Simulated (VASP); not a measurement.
# Al20O in VASP: single point with LDA

Aim: the single point of Al20O with LDA.

Program: VASP 6.6.1. These are calculated values, not measurements. Logs are shortened: lines on timing, memory, paths and dates and some standing lists are left out, and cuts for length are marked.

### Step 1. The cell of the first run

The cell holds a slab with vacuum, 21 atoms: a = 8.100 Å, b = 5.728 Å, c = 16.728 Å, α = 90.00°, β = 90.00°, γ = 90.00°.

### Step 2. Single point, LDA

Input file INCAR:

```
PREC = Accurate ; ENCUT = 520
EDIFF = 1E-6 ; ISMEAR = 0
SIGMA = 0.1 ; LREAL = Auto
LASPH = True ; NELM = 60
ALGO = Normal ; ISIF = 2
LWAVE = False ; LCHARG = False
NBANDS = 49
```

Input file KPOINTS:

```
regular mesh
0
Gamma
  3 4 1
```

Input file POSCAR:

```
Al20O
1.0
    8.1000000000      0.0000000000      0.0000000000
    0.0000000000      5.7275650000      0.0000000000
    0.0000000000      0.0000000000     16.7275650000
Al O
20 1
Direct
    0.0000000000      0.0000000000      0.0597816239
    0.5000000000      0.0000000000      0.0597816239
    0.0000000000      0.5000000873      0.0597816239
    0.5000000000      0.5000000873      0.0597816239
    0.2500000000      0.2499999564      0.1453823076
    0.7500000000      0.2499999564      0.1453823076
    0.2500000000      0.7500000436      0.1453823076
    0.7500000000      0.7500000436      0.1453823076
    0.0022897531     -0.0083155756      0.2230656405
    0.5062312346      0.0044074576      0.2269630995
    0.0087495062      0.4952294736      0.2254913970
    0.5056920988      0.5067926772      0.2226344360
    0.2736707407      0.2610051566      0.3103550935
    0.7610595062      0.2519512219      0.3079222828
    0.2626298765      0.7486575883      0.3127534701
    0.7559169136      0.7429968931      0.3042774008
   -0.0208706173     -0.0241737981      0.3897489563
    0.5291222222      0.0021728256      0.3880581543
    0.0076824691      0.4806017915      0.3867566499
    0.5198679012      0.5044655102      0.3852713769
    0.1486986420      1.1743468647      0.3931891462
```

Potentials or basis: VASP PAW LDA potentials, release 64 (Al, O).

The run is started by

```console
$ cat potpaw_LDA.64/Al/POTCAR potpaw_LDA.64/O/POTCAR > POTCAR
$ mpirun -np 1 vasp_std > vasp.out
```

OUTCAR:

```text
PREC = Accurate
   ENCUT = 520
   EDIFF = 1E-6
   ISMEAR = 0
   LREAL = Auto
   LASPH = True
   NELM = 60
   ISIF = 2

 ion  position               nearest neighbor table
   1  0.000  0.000  0.060-   9 2.73   3 2.86   6 2.86   7 2.86   8 2.86   5 2.86   3 2.86
   2  0.500  0.000  0.060-  10 2.80   4 2.86   6 2.86   7 2.86   8 2.86   5 2.86   4 2.86
   3  0.000  0.500  0.060-  11 2.77   1 2.86   8 2.86   7 2.86   6 2.86   5 2.86   1 2.86
   4  0.500  0.500  0.060-  12 2.72   2 2.86   8 2.86   7 2.86   6 2.86   5 2.86   2 2.86
   5  0.250  0.250  0.145-  11 2.75  13 2.77   9 2.81  12 2.85  10 2.85   7 2.86   1 2.86   2 2.86
                             3 2.86   4 2.86   7 2.86
   6  0.750  0.250  0.145-  14 2.72  10 2.78  12 2.78   9 2.84  11 2.86   8 2.86   1 2.86   2 2.86
                             3 2.86   4 2.86   8 2.86
   7  0.250  0.750  0.145-   9 2.76  11 2.78  15 2.80  12 2.81   5 2.86   4 2.86   3 2.86   2 2.86
                             1 2.86   5 2.86  10 2.88
   8  0.750  0.750  0.145-  16 2.66  12 2.74   9 2.79  10 2.81   6 2.86   4 2.86   3 2.86   2 2.86
                             1 2.86   6 2.86  11 2.88
   9  0.002  0.992  0.223-   1 2.73   7 2.76   8 2.79  17 2.80  16 2.80   5 2.81   6 2.84  14 2.84
                            11 2.84  11 2.88  15 2.94  13 3.06
  10  0.506  0.004  0.227-  18 2.70  13 2.77   6 2.78   2 2.80   8 2.81  16 2.83  15 2.85  14 2.85
                            12 2.85   5 2.85  12 2.88   7 2.88
  11  0.009  0.495  0.225-  19 2.70   5 2.75   3 2.77   7 2.78  14 2.80  16 2.82   9 2.84   6 2.86
[... 13 lines left out ...]
  18  0.529  0.002  0.388-  10 2.70  14 2.72  16 2.75  20 2.85  13 2.86  20 2.88  15 2.89
  19  0.008  0.481  0.387-  21 2.10  11 2.70  14 2.73  13 2.80  17 2.85  15 2.86  16 2.88  17 2.90

  20  0.520  0.504  0.385-  16 2.71  12 2.72  13 2.74  14 2.75  15 2.79  18 2.85  18 2.88
  21  0.149  0.174  0.393-  17 1.78  13 1.79  19 2.10

  LATTYP: Found a simple orthorhombic cell.
 ALAT       =     5.7275650000
 B/A-ratio  =     1.4142135445
 C/A-ratio  =     2.9205369123

  Lattice vectors:

 A1 = (   0.0000000000,  -5.7275650000,   0.0000000000)
 A2 = (   8.1000000000,   0.0000000000,   0.0000000000)
 A3 = (   0.0000000000,   0.0000000000,  16.7275650000)

Analysis of symmetry for initial positions (statically):
=====================================================================
 Subroutine PRICEL returns:
 Original cell was already a primitive cell.

 Routine SETGRP: Setting up the symmetry group for a
 simple orthorhombic supercell.

 Subroutine GETGRP returns: Found  1 space group operations
 (whereof  1 operations were pure point group operations)
 out of a pool of  8 trial point group operations.

The static configuration has the point symmetry C_1 .

Analysis of symmetry for dynamics (positions and initial velocities):
=====================================================================
 Subroutine PRICEL returns:
 Original cell was already a primitive cell.

 Routine SETGRP: Setting up the symmetry group for a
 simple orthorhombic supercell.

 Subroutine GETGRP returns: Found  1 space group operations
 (whereof  1 operations were pure point group operations)
 out of a pool of  8 trial point group operations.

The dynamic configuration has the point symmetry C_1 .

 Subroutine INISYM returns: Found  1 space group operations
 (whereof  1 operations are pure point group operations),
 and found     1 'primitive' translations

----------------------------------------------------------------------------------------

                                     Primitive cell

  volume of cell :     776.0465

  direct lattice vectors                    reciprocal lattice vectors
     8.100000000  0.000000000  0.000000000     0.123456790  0.000000000  0.000000000
     0.000000000  5.727565000  0.000000000     0.000000000  0.174594265  0.000000000
     0.000000000  0.000000000 16.727565000     0.000000000  0.000000000  0.059781564

  length of vectors
     8.100000000  5.727565000 16.727565000     0.123456790  0.174594265  0.059781564

  position of ions in fractional coordinates (direct lattice)
     0.000000000  0.000000000  0.059781624
     0.500000000  0.000000000  0.059781624
     0.000000000  0.500000087  0.059781624
     0.500000000  0.500000087  0.059781624
     0.250000000  0.249999956  0.145382308
     0.750000000  0.249999956  0.145382308
[... 13 lines left out ...]
     0.519867901  0.504465510  0.385271377
     0.148698642  0.174346865  0.393189146

  ion indices of the primitive-cell ions
   primitive index   ion index
                 1           1
                 2           2
                 3           3
                 4           4
                 5           5
                 6           6
[... 13 lines left out ...]
                20          20
                21          21

----------------------------------------------------------------------------------------

 KPOINTS: regular mesh

Automatic generation of k-mesh.
 Grid dimensions read from file:
 generate k-points for:    3    4    1

 Generating k-lattice:

  Cartesian coordinates                     Fractional coordinates (reciprocal lattice)
     0.041152263  0.000000000  0.000000000     0.333333333  0.000000000  0.000000000
     0.000000000  0.043648566  0.000000000     0.000000000  0.250000000  0.000000000
     0.000000000  0.000000000  0.059781564     0.000000000  0.000000000  1.000000000

  Length of vectors
     0.041152263  0.043648566  0.059781564

  Shift w.r.t. Gamma in fractional coordinates (k-lattice)
     0.000000000  0.000000000  0.000000000

 Subroutine IBZKPT returns following result:
 ===========================================

 Found      7 irreducible k-points:

 Following reciprocal coordinates:
            Coordinates               Weight
  0.000000  0.000000  0.000000      1.000000
  0.333333  0.000000  0.000000      2.000000
  0.000000  0.250000  0.000000      2.000000
  0.333333  0.250000  0.000000      2.000000
 -0.333333  0.250000  0.000000      2.000000
  0.000000  0.500000  0.000000      1.000000
  0.333333  0.500000  0.000000      2.000000
   k-points           NKPTS =      7   k-points in BZ     NKDIM =      7   number of bands    NBANDS=     49
   number of dos      NEDOS =    301   number of ions     NIONS =     21
   total plane-waves  NPLWV = 362880
   dimension x,y,z NGX =    60 NGY =   48 NGZ =  126
   dimension x,y,z NGXF=   120 NGYF=   96 NGZF=  252
   ions per type =              20   1
   NGX,Y,Z   is equivalent  to a cutoff of  12.31, 13.93, 12.52 a.u.
   NGXF,Y,Z  is equivalent  to a cutoff of  24.63, 27.86, 25.04 a.u.
 SYSTEM =  unknown system
   PREC   = accura    normal or accurate (medium, high low for compatibility)
   ISTART =      0    job   : 0-new  1-cont  2-samecut
   ICHARG =      2    charge: 1-file 2-atom 10-const
   ISPIN  =      1    spin polarized calculation?
   LNONCOLLINEAR =      F non collinear calculations
   LSORBIT =      F    spin-orbit coupling
   LASPH  =      T    aspherical Exc in radial PAW
   ENCUT  =  520.0 eV  38.22 Ry    6.18 a.u.  15.06 10.65 31.10*2*pi/ulx,y,z
   NELM   =     60;   NELMIN=  2; NELMDL= -5     # of ELM steps
   EDIFF  = 0.1E-05   stopping-criterion for ELM
   LREAL  =      T    real-space projection
   EDIFFG = 0.1E-04   stopping-criterion for IOM
   NSW    =      0    number of steps for IOM
   IBRION =     -1    ionic relax: 0-MD 1-quasi-New 2-CG
   NFREE  =      0    steps in history (QN), initial steepest desc. (CG)
   ISIF   =      2    stress and relaxation
   ISYM   =      2    0-nonsym 1-usesym 2-fastsym
   POTIM  = 0.5000    time-step for ionic-motion
   TEBEG  =    0.0;   TEEND  =   0.0 temperature during run
   PSTRESS=    0.0 pullay stress
   NELECT =      66.0000    total number of electrons
   NUPDOWN=      -1.0000    fix difference up-down
   EMIN   =  10.00;   EMAX   =-10.00  energy-range for DOS
   EFERMI =   0.00;   METHOD = LEGACY
   ISMEAR =     0;   SIGMA  =   0.10  broadening in eV -4-tet -1-fermi 0-gaus
   EFERMI_NEDOS =   21; number of points for ismear=-14 and -15
   IALGO  =     38    algorithm
   IMIX   =      4    mixing-type and parameters
     AMIX     =   0.40;   BMIX     =  1.00
     AMIX_MAG =   1.60;   BMIX_MAG =  1.00
  volume/ion in A,a.u.               =      36.95       249.38
  Fermi-wavevector in a.u.,A,eV,Ry     =   0.719935  1.360481  7.051995  0.518307
  Thomas-Fermi vector in A             =   1.809259
   LORBIT       =      0    0 simple, 1 ext, 2 COOP (PROOUT), +10 PAW based schemes
   GGA     = CA    functional components
   LHFCALC =     F    Hartree Fock is set to
   AEXX    =    0.0000 exact exchange contribution
   IVDW    =     0    specifies the selected vdW correction
   LEPSILON=     F    determine dielectric tensor
   LRPA    =     F    only Hartree local field effects (RPA)
 non-spin polarized calculation
 Gauss-broadening in eV      SIGMA  =   0.10
  energy-cutoff  :      520.00
  volume of cell :      776.05
 maximum number of plane-waves:     20916
   NGX = 31   NGY = 21   NGZ = 63

 number of electron      65.9999996 magnetization

 Free energy of the ion-electron system (eV)
  ---------------------------------------------------
  ext. energy  EPLUGINS =         0.00000000
  ---------------------------------------------------
  free energy    TOTEN  =       -86.35807499 eV

  energy without entropy =      -86.32432880  energy(sigma->0) =      -86.34120189

 E-fermi :   1.0450     XC(G=0):  -5.6526

 val. band max:        0.9622939160   @ k =   0.0000   0.2500   0.0000
 cond. band min:       1.1013544091   @ k =   0.3333   0.5000   0.0000
 fundamental gap:      0.1390604931
 Fermi energy:         1.0449749832

 k-point     1 :       0.0000    0.0000    0.0000
  band No.  band energies     occupation
      1     -18.7122      2.00000
      2      -9.5787      2.00000
      3      -7.7332      2.00000
      4      -7.6030      2.00000
      5      -7.2592      2.00000
      6      -6.4236      2.00000
[... 325 lines left out ...]
     44       3.2806      0.00000
     45       3.3840      0.00000
 [bands above 45 left out]

------------------------ aborting loop because EDIFF is reached ----------------------------------------

  FORCE on cell =-STRESS in cart. coord.  units (eV):
  Direction    XX          YY          ZZ          XY          YZ          ZX
  --------------------------------------------------------------------------------------
  -------------------------------------------------------------------------------------
  Total       -4.2691928    -12.1154806     -0.7352723      1.6526573      1.6391784     -1.6842435
  in kB       -8.8139093    -25.0128661     -1.5179974      3.4119733      3.3841456     -3.4771840
  external PRESSURE =     -11.7815909 kB  Pullay stress =       0.0000000 kB

 VOLUME and BASIS-vectors are now :
 -----------------------------------------------------------------------------
  energy-cutoff  :      520.00
  volume of cell :      776.05
      direct lattice vectors                 reciprocal lattice vectors
     8.100000000  0.000000000  0.000000000     0.123456790  0.000000000  0.000000000
     0.000000000  5.727565000  0.000000000     0.000000000  0.174594265  0.000000000
     0.000000000  0.000000000 16.727565000     0.000000000  0.000000000  0.059781564

 POSITION                                       TOTAL-FORCE (eV/Angst)
 -----------------------------------------------------------------------------------
      0.00000      0.00000      1.00000         0.001939      0.096552      0.240802
      4.05000      0.00000      1.00000         0.113122     -0.073594      0.303136
      0.00000      2.86378      1.00000         0.021971     -0.160993      0.352134
      4.05000      2.86378      1.00000         0.052424      0.061363      0.150641
      2.02500      1.43189      2.43189        -0.050011     -0.090366     -0.114846
      6.07500      1.43189      2.43189         0.011251     -0.032285     -0.353816
[... 13 lines left out ...]
      4.21093      2.88936      6.44465        -0.013037     -0.042323      0.035585
      1.20446      0.99858      6.57710        -0.586191      1.270351      0.521815
 -----------------------------------------------------------------------------------
    total drift:                               -0.003714      0.000155      0.002478

  FREE ENERGIE OF THE ION-ELECTRON SYSTEM (eV)
  ---------------------------------------------------
  free  energy   TOTEN  =       -86.3580749902 eV

  energy  without entropy=      -86.3243287983  energy(sigma->0) =      -86.34120189
```

It took 7.7 min on 1 thread of Intel Xeon Platinum 8259CL at 2.50GHz (Skylake/Cascade Lake), shared host; peak memory 0.62 GiB.

Results:

```yaml
Free_energy: -86.3581 eV
Largest_force: 1.493 eV/Å
Band_gap_on_the_k_mesh: zero (bands 33 and 34 overlap by 0.32 eV)
```

Forces in eV/Å, atoms in the order of the input:
```
Al   0.002  0.097  0.241
Al   0.113 -0.074  0.303
Al   0.022 -0.161  0.352
Al   0.052  0.061  0.151
Al  -0.050 -0.090 -0.115
Al   0.011 -0.032 -0.354
Al   0.129 -0.025 -0.133
Al  -0.009  0.057 -0.527
Al   0.066 -0.014  0.054
Al   0.024 -0.001 -0.030
Al   0.005 -0.021 -0.042
Al   0.003 -0.013 -0.022
Al   0.093 -0.209 -0.071
Al  -0.050 -0.009  0.047
Al   0.034 -0.237 -0.239
Al  -0.067 -0.023 -0.007
Al   0.122 -0.261 -0.133
Al  -0.131 -0.044  0.017
Al   0.231 -0.229 -0.051
Al  -0.013 -0.042  0.036
O   -0.586  1.270  0.522
```
